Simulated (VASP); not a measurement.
# TiO2 (P-6m2) in VASP: a series of runs

TiO2 is run at these levels: PBE; tasks: relaxation of cell and atoms.

Everything below comes from runs of VASP 6.6.1. Logs are shortened: lines on timing, memory, paths and dates and some standing lists are left out, and cuts for length are marked.

### Step 1. The cell of the first run

It takes space group P-6m2 (No. 187, hexagonal). Conventional cell: a = 3.012 Å, b = 3.012 Å, c = 4.597 Å, α = 90.00°, β = 90.00°, γ = 120.00°. Ti (site symmetry -6m2) has 6 O at 2.34 Å and 6 Ti at 3.01 Å within 3.1 Å. O (site symmetry 3m) has 1 O at 1.48 Å within 2.0 Å.

The cell was generated, and may not be a known phase.

### Step 2. Relaxation of cell and atoms, PBE, collinear spin

File INCAR:

```
SYSTEM = TiO2
PREC = Accurate ; ENCUT = 1340
EDIFF = 1E-7 ; ISMEAR = 0
SIGMA = 0.1 ; LREAL = .FALSE.
LASPH = .TRUE. ; NELM = 200
ALGO = Normal ; ISIF = 3
LWAVE = .FALSE. ; LCHARG = .FALSE.
ISPIN = 2 ; MAGMOM = 1 0 0
LORBIT = 11 ; LMAXMIX = 4
GGA = PE ; IBRION = 2
NSW = 90 ; EDIFFG = -0.04
GGA_COMPAT = .FALSE. ; NELMIN = 4
```

File KPOINTS:

```
regular mesh
0
G
  6 6 4
  0 0 0
```

File POSCAR:

```
TiO2
1.0
    3.0118238200      0.0000000000      0.0000000000
   -1.5059119100      2.6083159400      0.0000000000
    0.0000000000      0.0000000000      4.5972563200
Ti O
1 2
Direct
    0.0000000000      0.0000000000      0.0000000000
    0.3333333300      0.6666666700      0.3393805400
    0.3333333300      0.6666666700      0.6606194600
```

Potentials or basis: VASP PAW PBE potentials, release 64 (Ti_sv, O_h).

Launch:

```
> cat potpaw_PBE.64/Ti_sv/POTCAR potpaw_PBE.64/O_h/POTCAR > POTCAR
> mpirun -np 1 vasp_std > vasp.out
```

OUTCAR:

```text
SYSTEM = TiO2
   PREC = Accurate
   ENCUT = 1340
   EDIFF = 1E-7
   ISMEAR = 0
   LREAL = .FALSE.
   LASPH = .TRUE.
   NELM = 200
   ISIF = 3
   ISPIN = 2
   LORBIT = 11
   GGA = PE
   IBRION = 2
   NSW = 90
   EDIFFG = -0.04
   NELMIN = 4

 ion  position               nearest neighbor table
   1  0.000  0.000  0.000-
   2  0.333  0.667  0.339-   3 1.48
   3  0.333  0.667  0.661-   2 1.48

  LATTYP: Found a hexagonal cell.
 ALAT       =     3.0118238200
 C/A-ratio  =     1.5264028027

  Lattice vectors:

 A1 = (   3.0118238200,   0.0000000000,   0.0000000000)
 A2 = (  -1.5059119100,   2.6083159400,   0.0000000000)
 A3 = (   0.0000000000,   0.0000000000,   4.5972563200)

Analysis of symmetry for initial positions (statically):
=====================================================================
 Subroutine PRICEL returns:
 Original cell was already a primitive cell.

 Routine SETGRP: Setting up the symmetry group for a
 hexagonal supercell.

 Subroutine GETGRP returns: Found 12 space group operations
 (whereof 12 operations were pure point group operations)
 out of a pool of 24 trial point group operations.

The static configuration has the point symmetry D_3h.

Analysis of symmetry for dynamics (positions and initial velocities):
=====================================================================
 Subroutine PRICEL returns:
 Original cell was already a primitive cell.

 Routine SETGRP: Setting up the symmetry group for a
 hexagonal supercell.

 Subroutine GETGRP returns: Found 12 space group operations
 (whereof 12 operations were pure point group operations)
 out of a pool of 24 trial point group operations.

The dynamic configuration has the point symmetry D_3h.

Analysis of structural, dynamic, and magnetic symmetry:
=====================================================================
 Subroutine PRICEL returns:
 Original cell was already a primitive cell.

 Routine SETGRP: Setting up the symmetry group for a
 hexagonal supercell.

 Subroutine GETGRP returns: Found 12 space group operations
 (whereof 12 operations were pure point group operations)
 out of a pool of 24 trial point group operations.

The overall configuration has the point symmetry D_3h.

 Subroutine INISYM returns: Found 12 space group operations
 (whereof 12 operations are pure point group operations),
 and found     1 'primitive' translations

----------------------------------------------------------------------------------------

                                     Primitive cell

  volume of cell :      36.1151

  direct lattice vectors                    reciprocal lattice vectors
     3.011823820  0.000000000  0.000000000     0.332024733  0.191694569  0.000000000
    -1.505911910  2.608315940  0.000000000     0.000000000  0.383389138  0.000000000
     0.000000000  0.000000000  4.597256320     0.000000000  0.000000000  0.217521045

  length of vectors
     3.011823820  3.011823820  4.597256320     0.383389138  0.383389138  0.217521045

  position of ions in fractional coordinates (direct lattice)
     0.000000000  0.000000000  0.000000000
     0.333333330  0.666666670  0.339380540
     0.333333330  0.666666670  0.660619460

  ion indices of the primitive-cell ions
   primitive index   ion index
                 1           1
                 2           2
                 3           3

----------------------------------------------------------------------------------------

 KPOINTS: regular mesh

Automatic generation of k-mesh.
 Grid dimensions read from file:
 generate k-points for:    6    6    4

 Generating k-lattice:

  Cartesian coordinates                     Fractional coordinates (reciprocal lattice)
     0.055337456  0.031949095  0.000000000     0.166666667  0.000000000  0.000000000
     0.000000000  0.063898190  0.000000000     0.000000000  0.166666667  0.000000000
     0.000000000  0.000000000  0.054380261     0.000000000  0.000000000  0.250000000

  Length of vectors
     0.063898190  0.063898190  0.054380261

  Shift w.r.t. Gamma in fractional coordinates (k-lattice)
     0.000000000  0.000000000  0.000000000

 Subroutine IBZKPT returns following result:
 ===========================================

 Found     21 irreducible k-points:

 Following reciprocal coordinates:
            Coordinates               Weight
  0.000000  0.000000  0.000000      1.000000
  0.166667  0.000000  0.000000      6.000000
  0.333333  0.000000  0.000000      6.000000
  0.500000  0.000000  0.000000      3.000000
  0.166667  0.166667  0.000000      6.000000
  0.333333  0.166667  0.000000     12.000000
[... 13 lines left out ...]
  0.333333  0.166667  0.500000     12.000000
  0.333333  0.333333  0.500000      2.000000
   k-points           NKPTS =     21   k-points in BZ     NKDIM =     21   number of bands    NBANDS=     17
   number of dos      NEDOS =    301   number of ions     NIONS =      3
   total plane-waves  NPLWV =  72576
   dimension x,y,z NGX =    36 NGY =   36 NGZ =   56
   dimension x,y,z NGXF=    72 NGYF=   72 NGZF=  112
   ions per type =               1   2
   NGX,Y,Z   is equivalent  to a cutoff of  19.87, 19.87, 20.25 a.u.
   NGXF,Y,Z  is equivalent  to a cutoff of  39.74, 39.74, 40.50 a.u.
 SYSTEM =  TiO2
   PREC   = accura    normal or accurate (medium, high low for compatibility)
   ISTART =      0    job   : 0-new  1-cont  2-samecut
   ICHARG =      2    charge: 1-file 2-atom 10-const
   ISPIN  =      2    spin polarized calculation?
   LNONCOLLINEAR =      F non collinear calculations
   LSORBIT =      F    spin-orbit coupling
   LASPH  =      T    aspherical Exc in radial PAW
   ENCUT  = 1340.0 eV  98.49 Ry    9.92 a.u.   8.99  8.99 13.72*2*pi/ulx,y,z
   NELM   =    200;   NELMIN=  4; NELMDL= -5     # of ELM steps
   EDIFF  = 0.1E-06   stopping-criterion for ELM
   LREAL  =      F    real-space projection
   EDIFFG = -.4E-01   stopping-criterion for IOM
   NSW    =     90    number of steps for IOM
   IBRION =      2    ionic relax: 0-MD 1-quasi-New 2-CG
   NFREE  =      1    steps in history (QN), initial steepest desc. (CG)
   ISIF   =      3    stress and relaxation
   ISYM   =      2    0-nonsym 1-usesym 2-fastsym
   POTIM  = 0.5000    time-step for ionic-motion
   TEBEG  =    0.0;   TEEND  =   0.0 temperature during run
   PSTRESS=    0.0 pullay stress
   NELECT =      24.0000    total number of electrons
   NUPDOWN=      -1.0000    fix difference up-down
   EMIN   =  10.00;   EMAX   =-10.00  energy-range for DOS
   EFERMI =   0.00;   METHOD = LEGACY
   ISMEAR =     0;   SIGMA  =   0.10  broadening in eV -4-tet -1-fermi 0-gaus
   EFERMI_NEDOS =   21; number of points for ismear=-14 and -15
   IALGO  =     38    algorithm
   IMIX   =      4    mixing-type and parameters
     AMIX     =   0.40;   BMIX     =  1.00
     AMIX_MAG =   1.60;   BMIX_MAG =  1.00
  volume/ion in A,a.u.               =      12.04        81.24
  Fermi-wavevector in a.u.,A,eV,Ry     =   1.428617  2.699694 27.768756  2.040946
  Thomas-Fermi vector in A             =   2.548659
   LORBIT       =     11    0 simple, 1 ext, 2 COOP (PROOUT), +10 PAW based schemes
   GGA     = PE    functional components
   LHFCALC =     F    Hartree Fock is set to
   AEXX    =    0.0000 exact exchange contribution
   IVDW    =     0    specifies the selected vdW correction
   LEPSILON=     F    determine dielectric tensor
   LRPA    =     F    only Hartree local field effects (RPA)
 conjugate gradient relaxation of ions
 spin polarized calculation
 Gauss-broadening in eV      SIGMA  =   0.10
  energy-cutoff  :     1340.00
  volume of cell :       36.12
 maximum number of plane-waves:      4068
 NGX is ok and might be reduce to    36
   NGX = 17   NGY = 17   NGZ = 27

--------------------------------------- Ionic step        1  -------------------------------------------

 number of electron      23.9999997 magnetization       0.0005468

 number of electron      23.9999997 magnetization      -0.0000108

 Free energy of the ion-electron system (eV)
  ---------------------------------------------------
  ext. energy  EPLUGINS =         0.00000000
  ---------------------------------------------------
  free energy    TOTEN  =       -21.19156882 eV

  energy without entropy =      -21.18502396  energy(sigma->0) =      -21.18829639

------------------------ aborting loop because EDIFF is reached ----------------------------------------

  FORCE on cell =-STRESS in cart. coord.  units (eV):
  Direction    XX          YY          ZZ          XY          YZ          ZX
  --------------------------------------------------------------------------------------
  -------------------------------------------------------------------------------------
  Total       -3.1987533     -3.1987533     -9.7554777      0.0000000     -0.0000000      0.0000000
  in kB     -141.9066829   -141.9066829   -432.7834503      0.0000000     -0.0000000      0.0000000
  external PRESSURE =    -238.8656054 kB  Pullay stress =       0.0000000 kB
[... 96 lines left out ...]
  FREE ENERGIE OF THE ION-ELECTRON SYSTEM (eV)
  ---------------------------------------------------
  free  energy   TOTEN  =       -22.9780612504 eV

  energy  without entropy=      -22.9754636842  energy(sigma->0) =      -22.97676247

 E-fermi :   3.7392     XC(G=0): -10.0790

 val. band max:        3.3474075901   @ k =   0.1667   0.0000   0.0000
 cond. band min:       4.1402627361   @ k =   0.3333   0.1667   0.0000
 fundamental gap:      0.7928551460
 Fermi energy:         3.7391881671

 spin component 1

 k-point     1 :       0.0000    0.0000    0.0000
  band No.  band energies     occupation
      1     -53.9133      1.00000
      2     -30.0910      1.00000
      3     -29.8963      1.00000
      4     -29.8963      1.00000
      5     -15.1000      1.00000
      6     -13.1664      1.00000
[... 820 lines left out ...]
      4     -29.9009      1.00000
      5     -13.8503      1.00000
      6     -13.3892      1.00000
[... 9 lines left out ...]
     16       7.8312      0.00000
     17       8.7251      0.00000

[... ionic steps 4 to 26 ...]

--------------------------------------- Ionic step       27  -------------------------------------------

 number of electron      23.9999998 magnetization      -0.0000000

 number of electron      23.9999998 magnetization       0.0000000
[... 75 lines left out ...]
 number of electron      23.9999997 magnetization       0.0000000

 number of electron      23.9999997 magnetization      -0.0000000

 Free energy of the ion-electron system (eV)
  ---------------------------------------------------
  ext. energy  EPLUGINS =         0.00000000
  ---------------------------------------------------
  free energy    TOTEN  =       -25.16557597 eV

  energy without entropy =      -25.16557597  energy(sigma->0) =      -25.16557597

 E-fermi :   2.9263     XC(G=0):  -9.6061

 val. band max:        2.2943643460   @ k =   0.1667   0.0000   0.0000
 cond. band min:       3.3648902139   @ k =   0.3333   0.1667   0.0000
 fundamental gap:      1.0705258679
 Fermi energy:         2.9263461213

 spin component 1

 k-point     1 :       0.0000    0.0000    0.0000
  band No.  band energies     occupation
      1     -54.6920      1.00000
      2     -30.8711      1.00000
      3     -30.6656      1.00000
      4     -30.6656      1.00000
      5     -15.8514      1.00000
      6     -14.0137      1.00000
[... 862 lines left out ...]
  FREE ENERGIE OF THE ION-ELECTRON SYSTEM (eV)
  ---------------------------------------------------
  free  energy   TOTEN  =       -25.1655759702 eV

  energy  without entropy=      -25.1655759701  energy(sigma->0) =      -25.16557597

 reached required accuracy - stopping structural energy minimisation

 total charge

# of ion       s       p       d       tot
------------------------------------------
    1        2.212   6.258   1.838  10.308
    2        1.060   2.292   0.000   3.352
    3        1.060   2.292   0.000   3.352
--------------------------------------------------
tot          4.332  10.842   1.838  17.011

 magnetization (x)

# of ion       s       p       d       tot
------------------------------------------
    1        0.000  -0.000  -0.000  -0.000
    2        0.000   0.000   0.000   0.000
    3        0.000   0.000   0.000   0.000
--------------------------------------------------
tot          0.000   0.000  -0.000   0.000
```

Wall time 17 min (1 thread of AMD EPYC 9R45 (Zen 5), shared host); peak memory 0.35 GiB.

Results:

- Free energy: -25.1656 eV
- Relaxed volume: 13.41 Å³/atom
- Relaxed cell: a = 2.882 Å, b = 2.882 Å, c = 5.593 Å, α = 90.00°, β = 90.00°, γ = 120.00°
- Space group after relaxing (to 0.1 Å): P-6m2 (No. 187)
- Energy gained by relaxing: 1324.7 meV/atom
- Ionic steps: 29
- Pressure after relaxing: 0.3 GPa
- Largest force after relaxing: 0.014 eV/Å
- Band gap on the k mesh: 1.07 eV (least direct gap 1.35 eV)
- Net moment: 0.00 μB per cell
- Valence electrons inside the program's atomic spheres: Ti 10.31; O 3.35

Forces on the atoms (eV/Å):
```
Ti   0.000  0.000  0.000
O    0.000  0.000 -0.014
O    0.000  0.000  0.014
```

Step by step:
```
step  energy change (eV)  largest force (eV/Å)  pressure (GPa)  volume (Å³)
   1              0.0000                3.7325          -23.89        36.12
   2             -1.7602                3.9669           28.72        27.40
   3             -1.7865                4.2722           21.65        27.95
   4             -2.1955                3.3596           57.29        27.24
   5             -2.4638                0.3103           41.36        27.48
   6             -3.3948                0.3664            7.19        32.48
   7             -3.5220                0.4957           -1.93        34.90
   8             -3.4293                0.5649          -13.02        40.03
   9             -3.5268                0.6401           -7.11        36.93
  10             -3.8631                0.7273           -5.68        36.85
  11             -3.8797                1.0245           -5.10        36.80
  12             -3.9101                0.1752            5.87        35.47
  13             -3.9188                0.2287            2.18        35.88
  14             -3.9279                0.1162            1.84        36.24
  15             -3.9416                0.2321            0.96        37.32
  16             -3.9481                0.0910            0.23        37.61
  17             -3.9562                0.3002           -1.81        38.47
  18             -3.9617                0.2626           -0.90        38.59
  19             -3.9658                0.1920            0.65        38.78
  20             -3.9659                0.1808            0.88        38.81
  21             -3.9690                0.0280            1.16        39.09
  22             -3.9702                0.1523            1.45        39.40
  23             -3.9724                0.0802            0.30        39.92
  24             -3.9727                0.0446           -0.21        40.16
  25             -3.9734                0.0351           -0.29        40.21
  26             -3.9735                0.0902           -0.35        40.25
  27             -3.9738                0.0468            0.19        40.20
  28             -3.9738                0.0413            0.26        40.19
  29             -3.9740                0.0136            0.27        40.24
```

Final structure:
```yaml
crystal:
  lattice:
    - [2.88223, 0.00000, 0.00000]
    - [-1.44111, 2.49608, 0.00000]
    - [0.00000, 0.00000, 5.59277]
  atoms:
    - { symbol: Ti, position: [0.00000, 0.00000, 0.00000] }
    - { symbol: O, position: [0.33333, 0.66667, 0.20182] }
    - { symbol: O, position: [0.33333, 0.66667, 0.79818] }
```

Caveat: a cell axis changed by over 15 % at a fixed basis, so the end point is rough. A k mesh can miss the band edges.

(Continued in part 2 of 2.)
